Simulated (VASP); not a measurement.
# HfB2 (P6/mmm) in VASP: notebook

The runs below take HfB2 through single point, with PBEsol, LDA.

All numbers are computed with VASP 6.6.1; they aren't measurements. Logs are shortened: lines on timing, memory, paths and dates and some standing lists are left out, and cuts for length are marked.

### Step 1. The cell of the first run

The structure is hexagonal, space group P6/mmm (No. 191). Conventional cell: a = 3.119 Å, b = 3.119 Å, c = 3.457 Å, α = 90.00°, β = 90.00°, γ = 120.00°. Hf (site symmetry 6/mmm) has 12 B at 2.50 Å and 6 Hf at 3.12 Å within 3.3 Å. B (site symmetry -6m2) has 3 B at 1.80 Å within 2.4 Å.

### Step 2. Single point, PBEsol

Input file INCAR:

```
ALGO = Normal
EDIFF = 1E-6
ENCUT = 520
GGA = PS
ISIF = 2
ISMEAR = -1
LASPH = T
LCHARG = F
LREAL = F
LWAVE = F
NBANDS = 15
NELM = 60
PREC = Accurate
SIGMA = 0.05
```

Input file KPOINTS:

```
k-points
0
Gamma
  10 10 8
```

Input file POSCAR:

```
HfB2
1.0
    3.1189255395      0.0000000000      0.0000000000
   -1.5594627698      2.7010687497      0.0000000000
    0.0000000000      0.0000000000      3.4566435916
Hf B
1 2
Direct
    0.0000000000      0.0000000000      0.0000000000
    0.6666666667      0.3333333333      0.5000000000
    0.3333333333      0.6666666667      0.5000000000
```

Potentials or basis: VASP PAW PBE potentials, release 64 (Hf_pv, B).

Launch:

```bash
$ cat potpaw_PBE.64/Hf_pv/POTCAR potpaw_PBE.64/B/POTCAR > POTCAR
$ mpirun -np 1 vasp_std > vasp.out
```

OUTCAR:

```text
EDIFF = 1E-6
   ENCUT = 520
   GGA = PS
   ISIF = 2
   ISMEAR = -1
   LASPH = T
   LREAL = F
   NELM = 60
   PREC = Accurate

 ion  position               nearest neighbor table
   1  0.000  0.000  0.000-   2 2.50   3 2.50   2 2.50   3 2.50   2 2.50   2 2.50   3 2.50   3 2.50
                             2 2.50   2 2.50   3 2.50   3 2.50
   2  0.667  0.333  0.500-   3 1.80   3 1.80   3 1.80   1 2.50   1 2.50   1 2.50   1 2.50   1 2.50
                             1 2.50
   3  0.333  0.667  0.500-   2 1.80   2 1.80   2 1.80   1 2.50   1 2.50   1 2.50   1 2.50   1 2.50
                             1 2.50

  LATTYP: Found a hexagonal cell.
 ALAT       =     3.1189255395
 C/A-ratio  =     1.1082802548

  Lattice vectors:

 A1 = (   3.1189255395,   0.0000000000,   0.0000000000)
 A2 = (  -1.5594627698,   2.7010687497,   0.0000000000)
 A3 = (   0.0000000000,   0.0000000000,   3.4566435916)

Analysis of symmetry for initial positions (statically):
=====================================================================
 Subroutine PRICEL returns:
 Original cell was already a primitive cell.

 Routine SETGRP: Setting up the symmetry group for a
 hexagonal supercell.

 Subroutine GETGRP returns: Found 24 space group operations
 (whereof 24 operations were pure point group operations)
 out of a pool of 24 trial point group operations.

The static configuration has the point symmetry D_6h.

Analysis of symmetry for dynamics (positions and initial velocities):
=====================================================================
 Subroutine PRICEL returns:
 Original cell was already a primitive cell.

 Routine SETGRP: Setting up the symmetry group for a
 hexagonal supercell.

 Subroutine GETGRP returns: Found 24 space group operations
 (whereof 24 operations were pure point group operations)
 out of a pool of 24 trial point group operations.

The dynamic configuration has the point symmetry D_6h.

 Subroutine INISYM returns: Found 24 space group operations
 (whereof 24 operations are pure point group operations),
 and found     1 'primitive' translations

----------------------------------------------------------------------------------------

                                     Primitive cell

  volume of cell :      29.1203

  direct lattice vectors                    reciprocal lattice vectors
     3.118925540  0.000000000  0.000000000     0.320623236  0.185111912  0.000000000
    -1.559462770  2.701068750  0.000000000     0.000000000  0.370223823  0.000000000
     0.000000000  0.000000000  3.456643592     0.000000000  0.000000000  0.289297978

  length of vectors
     3.118925540  3.118925540  3.456643592     0.370223823  0.370223823  0.289297978

  position of ions in fractional coordinates (direct lattice)
     0.000000000  0.000000000  0.000000000
     0.666666667  0.333333333  0.500000000
     0.333333333  0.666666667  0.500000000

  ion indices of the primitive-cell ions
   primitive index   ion index
                 1           1
                 2           2
                 3           3

----------------------------------------------------------------------------------------

 KPOINTS: k-points

Automatic generation of k-mesh.
 Grid dimensions read from file:
 generate k-points for:   10   10    8

 Generating k-lattice:

  Cartesian coordinates                     Fractional coordinates (reciprocal lattice)
     0.032062324  0.018511191  0.000000000     0.100000000  0.000000000  0.000000000
     0.000000000  0.037022382  0.000000000     0.000000000  0.100000000  0.000000000
     0.000000000  0.000000000  0.036162247     0.000000000  0.000000000  0.125000000

  Length of vectors
     0.037022382  0.037022382  0.036162247

  Shift w.r.t. Gamma in fractional coordinates (k-lattice)
     0.000000000  0.000000000  0.000000000

 Subroutine IBZKPT returns following result:
 ===========================================

 Found     70 irreducible k-points:

 Following reciprocal coordinates:
            Coordinates               Weight
  0.000000  0.000000  0.000000      1.000000
  0.100000  0.000000  0.000000      6.000000
  0.200000  0.000000  0.000000      6.000000
  0.300000  0.000000  0.000000      6.000000
  0.400000  0.000000  0.000000      6.000000
  0.500000  0.000000  0.000000      3.000000
[... 16 lines left out ...]
  0.300000  0.100000  0.125000     24.000000
  0.400000  0.100000  0.125000     24.000000
 [... further k-points ...]
   k-points           NKPTS =     70   k-points in BZ     NKDIM =     70   number of bands    NBANDS=     15
   number of dos      NEDOS =    301   number of ions     NIONS =      3
   total plane-waves  NPLWV =  16128
   dimension x,y,z NGX =    24 NGY =   24 NGZ =   28
   dimension x,y,z NGXF=    48 NGYF=   48 NGZF=   56
   ions per type =               1   2
   NGX,Y,Z   is equivalent  to a cutoff of  12.79, 12.79, 13.47 a.u.
   NGXF,Y,Z  is equivalent  to a cutoff of  25.59, 25.59, 26.93 a.u.
 SYSTEM =  unknown system
   PREC   = accura    normal or accurate (medium, high low for compatibility)
   ISTART =      0    job   : 0-new  1-cont  2-samecut
   ICHARG =      2    charge: 1-file 2-atom 10-const
   ISPIN  =      1    spin polarized calculation?
   LNONCOLLINEAR =      F non collinear calculations
   LSORBIT =      F    spin-orbit coupling
   LASPH  =      T    aspherical Exc in radial PAW
   ENCUT  =  520.0 eV  38.22 Ry    6.18 a.u.   5.80  5.80  6.43*2*pi/ulx,y,z
   NELM   =     60;   NELMIN=  2; NELMDL= -5     # of ELM steps
   EDIFF  = 0.1E-05   stopping-criterion for ELM
   LREAL  =      F    real-space projection
   EDIFFG = 0.1E-04   stopping-criterion for IOM
   NSW    =      0    number of steps for IOM
   IBRION =     -1    ionic relax: 0-MD 1-quasi-New 2-CG
   NFREE  =      0    steps in history (QN), initial steepest desc. (CG)
   ISIF   =      2    stress and relaxation
   ISYM   =      2    0-nonsym 1-usesym 2-fastsym
   POTIM  = 0.5000    time-step for ionic-motion
   TEBEG  =    0.0;   TEEND  =   0.0 temperature during run
   PSTRESS=    0.0 pullay stress
   NELECT =      16.0000    total number of electrons
   NUPDOWN=      -1.0000    fix difference up-down
   EMIN   =  10.00;   EMAX   =-10.00  energy-range for DOS
   EFERMI =   0.00;   METHOD = LEGACY
   ISMEAR =    -1;   SIGMA  =   0.05  broadening in eV -4-tet -1-fermi 0-gaus
   EFERMI_NEDOS =   21; number of points for ismear=-14 and -15
   IALGO  =     38    algorithm
   IMIX   =      4    mixing-type and parameters
     AMIX     =   0.40;   BMIX     =  1.00
     AMIX_MAG =   1.60;   BMIX_MAG =  1.00
  volume/ion in A,a.u.               =       9.71        65.50
  Fermi-wavevector in a.u.,A,eV,Ry     =   1.340859  2.533856 24.461949  1.797903
  Thomas-Fermi vector in A             =   2.469138
   LORBIT       =      0    0 simple, 1 ext, 2 COOP (PROOUT), +10 PAW based schemes
   GGA     = PS    functional components
   LHFCALC =     F    Hartree Fock is set to
   AEXX    =    0.0000 exact exchange contribution
   IVDW    =     0    specifies the selected vdW correction
   LEPSILON=     F    determine dielectric tensor
   LRPA    =     F    only Hartree local field effects (RPA)
 non-spin polarized calculation
  energy-cutoff  :      520.00
  volume of cell :       29.12
 maximum number of plane-waves:       798
 NGX is ok and might be reduce to    24
   NGX = 11   NGY = 11   NGZ = 13

 number of electron      15.9999999 magnetization

 Free energy of the ion-electron system (eV)
  ---------------------------------------------------
  ext. energy  EPLUGINS =         0.00000000
  ---------------------------------------------------
  free energy    TOTEN  =       -27.86353371 eV

  energy without entropy =      -27.86098138  energy(sigma->0) =      -27.86225754

 E-fermi :   7.5800     XC(G=0): -12.7764

 val. band max:        7.5176624166   @ k =   0.2000   0.2000   0.1250
 cond. band min:       7.8276069971   @ k =   0.1000   0.1000   0.2500
 fundamental gap:      0.3099445804
 Fermi energy:         7.5800337714

 k-point     1 :       0.0000    0.0000    0.0000
  band No.  band energies     occupation
      1     -22.8036      2.00000
      2     -22.2767      2.00000
      3     -22.2767      2.00000
      4      -6.1266      2.00000
      5       4.6151      2.00000
      6       4.7812      2.00000
      7       4.7812      2.00000
      8       4.9686      2.00000
      9      11.8040      0.00000
     10      11.8040      0.00000
     11      12.4810      0.00000
     12      12.4810      0.00000
     13      12.8002      0.00000
     14      12.8002      0.00000
     15      12.9212      0.00000

 k-point     2 :       0.1000    0.0000    0.0000
  band No.  band energies     occupation
      1     -22.7899      2.00000
      2     -22.3610      2.00000
      3     -22.2953      2.00000
      4      -5.9059      2.00000
      5       4.1894      2.00000
      6       4.7713      2.00000
      7       4.7735      2.00000
      8       4.8334      2.00000
      9      11.0830      0.00000
     10      11.6500      0.00000
     11      11.6658      0.00000
     12      12.0658      0.00000
     13      13.4822      0.00000
     14      13.9515      0.00000
     15      14.2539      0.00000

 k-point     3 :       0.2000    0.0000    0.0000
  band No.  band energies     occupation
      1     -22.7537      2.00000
      2     -22.5757      2.00000
      3     -22.3436      2.00000
      4      -5.2797      2.00000
      5       2.8691      2.00000
      6       4.3336      2.00000
      7       4.6998      2.00000
      8       5.2746      2.00000
      9       9.9419      0.00000
     10      11.2791      0.00000
     11      11.4997      0.00000
     12      11.9896      0.00000
     13      13.8974      0.00000
     14      14.9836      0.00000
     15      15.8165      0.00000
[... 343 lines left out ...]
 k-point    23 :       0.3000    0.1000    0.1250
  band No.  band energies     occupation
      1     -22.9268      2.00000
      2     -22.7228      2.00000
      3     -22.4677      2.00000
      4      -3.4887      2.00000
      5       0.5590      2.00000
      6       3.2035      2.00000
      7       3.9174      2.00000
      8       5.8765      2.00000
      9       8.7973      0.00000
     10      11.1116      0.00000
     11      12.0990      0.00000
     12      13.4214      0.00000
     13      15.2902      0.00000
     14      16.0150      0.00000
     15      18.8565      0.00000

 k-point    24 :       0.4000    0.1000    0.1250
  band No.  band energies     occupation
      1     -23.0519      2.00000
      2     -22.6963      2.00000
      3     -22.5094      2.00000
      4      -2.2834      2.00000
      5      -0.8982      2.00000
      6       3.0305      2.00000
      7       3.9036      2.00000
      8       5.4315      2.00000
      9       8.8958      0.00000
     10      11.9343      0.00000
     11      12.0160      0.00000
     12      14.1376      0.00000
     13      15.4129      0.00000
     14      16.3845      0.00000
     15      18.7960      0.00000

 [... further k-points ...]
[... 5 lines left out ...]
  --------------------------------------------------------------------------------------
  -------------------------------------------------------------------------------------
  Total        0.2173468      0.2173468     -0.0118068     -0.0000000      0.0000000     -0.0000000
  in kB       11.9582764     11.9582764     -0.6496011     -0.0000000      0.0000000     -0.0000000
  external PRESSURE =       7.7556506 kB  Pullay stress =       0.0000000 kB

 VOLUME and BASIS-vectors are now :
 -----------------------------------------------------------------------------
  energy-cutoff  :      520.00
  volume of cell :       29.12
      direct lattice vectors                 reciprocal lattice vectors
     3.118925540  0.000000000  0.000000000     0.320623236  0.185111912  0.000000000
    -1.559462770  2.701068750  0.000000000     0.000000000  0.370223823  0.000000000
     0.000000000  0.000000000  3.456643592     0.000000000  0.000000000  0.289297978

 POSITION                                       TOTAL-FORCE (eV/Angst)
 -----------------------------------------------------------------------------------
      0.00000      0.00000      0.00000         0.000000      0.000000     -0.000000
      1.55946      0.90036      1.72832         0.000000      0.000000     -0.000000
     -0.00000      1.80071      1.72832        -0.000000      0.000000      0.000000
 -----------------------------------------------------------------------------------
    total drift:                               -0.000000      0.000000      0.000000

  FREE ENERGIE OF THE ION-ELECTRON SYSTEM (eV)
  ---------------------------------------------------
  free  energy   TOTEN  =       -27.8635337069 eV

  energy  without entropy=      -27.8609813816  energy(sigma->0) =      -27.86225754
```

Run time: 13 s. Hardware: 1 thread of Intel Xeon 6975P-C, shared host; peak memory 0.16 GiB.

Results:

```
Free energy            : -27.8635 eV
Pressure               : 0.8 GPa
Band gap on the k mesh : zero (band 8 reaches 8.29 eV, above the bottom of band 9 at 7.45 eV)
```

Levels at points of the mesh, in eV from the Fermi level:
```csv
k point,band 4,band 5,band 6,band 7,band 8,band 9,band 10,band 11,band 12,band 13
"(0.00, 0.00, 0.00)",-13.71,-2.96,-2.80,-2.80,-2.61,4.22,4.22,4.90,4.90,5.22
"(0.50, 0.00, 0.00)",-9.74,-8.87,-4.07,-3.30,-2.83,2.32,2.89,5.87,5.99,6.57
"(0.00, 0.00, 0.50)",-11.18,-8.33,-1.03,-1.03,0.43,0.43,1.12,1.12,2.39,5.31
"(0.50, 0.00, 0.50)",-10.27,-7.36,-4.90,-4.67,-2.48,4.28,4.36,6.54,7.54,7.67
```

Caveat: the PAW data sets were made with another functional, which shifts forces and pressure a little; spin-orbit coupling is left out, which moves the levels of the heavy elements.

(Continued in part 2 of 2.)
